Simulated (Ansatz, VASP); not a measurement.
# Two plane-wave programs on KMgF3

Contents of INCAR:

```
SYSTEM = KMgF3
  PREC = Accurate
  ENCUT = 520
  EDIFF = 1E-6
  ISMEAR = 0
  SIGMA = 0.01
  LREAL = .False.
  LASPH = .True.
  NELM = 80
  ALGO = Normal
  ISIF = 2
  LWAVE = .False.
  LCHARG = .False.
  GGA = PE
  NBANDS = 24
```

Contents of KPOINTS:

```
Automatic mesh
0
Gamma
  6 6 6
  0 0 0
```

File POSCAR:

```
KMgF3
1.0
    3.9802355626      0.0000000000      0.0000000000
    0.0000000000      3.9802355626      0.0000000000
    0.0000000000      0.0000000000      3.9802355626
K Mg F
1 1 3
Direct
    0.5000000000      0.5000000000      0.5000000000
    0.0000000000      0.0000000000      0.0000000000
    0.5000000000      0.0000000000      0.0000000000
    0.0000000000      0.5000000000      0.0000000000
    0.0000000000      0.0000000000      0.5000000000
```

Input for Ansatz:

```yaml
crystal:
  lattice:
    - [3.9802355626, 0.0, 0.0]
    - [0.0, 3.9802355626, 0.0]
    - [0.0, 0.0, 3.9802355626]
  atoms:
    - { symbol: K, position: [0.5, 0.5, 0.5] }
    - { symbol: Mg, position: [0.0, 0.0, 0.0] }
    - { symbol: F, position: [0.5, 0.0, 0.0] }
    - { symbol: F, position: [0.0, 0.5, 0.0] }
    - { symbol: F, position: [0.0, 0.0, 0.5] }
kpoints:
  mp_grid: { grid: [6, 6, 6] }
  band_path:
    path: [[0.0, 0.0, 0.0], [0.0, 0.5, 0.0], [0.5, 0.5, 0.0], [0.5, 0.5, 0.5]]
    npoints: 1
hamiltonian:
  xc: pbe
scf:
  occupations: { method: fixed }
  n_extra_bands: 5
output:
  forces: true
  stress: true
  eigenvalues: true
```

Alike in both runs: task single point; functional PBE; k mesh 6 × 6 × 6; no spin polarisation.

|  | VASP | Ansatz |
| --- | --- | --- |
| version | VASP 6.6.1 | Ansatz 0.2.0 |
| potentials or method | VASP PAW PBE potentials, release 64 (K_sv, Mg, F) | plane waves, PAW |
| plane-wave cutoff (eV) | 520 | 420 |
| occupations | gaussian, width 0.01 eV | fixed |
| valence electrons in the cell | 32 | 40 |

Ansatz gave:

```
gap on the k mesh at the Fermi level (eV) : 7.37
pressure (GPa)                            : 4.1
```

What did VASP give for the same quantities?

gap on the k mesh at the Fermi level (eV): 7.34; pressure (GPa): 3.7.

VASP's potentials hold 32 valence electrons a cell and Ansatz's 40, so a difference there can come from the potentials and not from the codes.
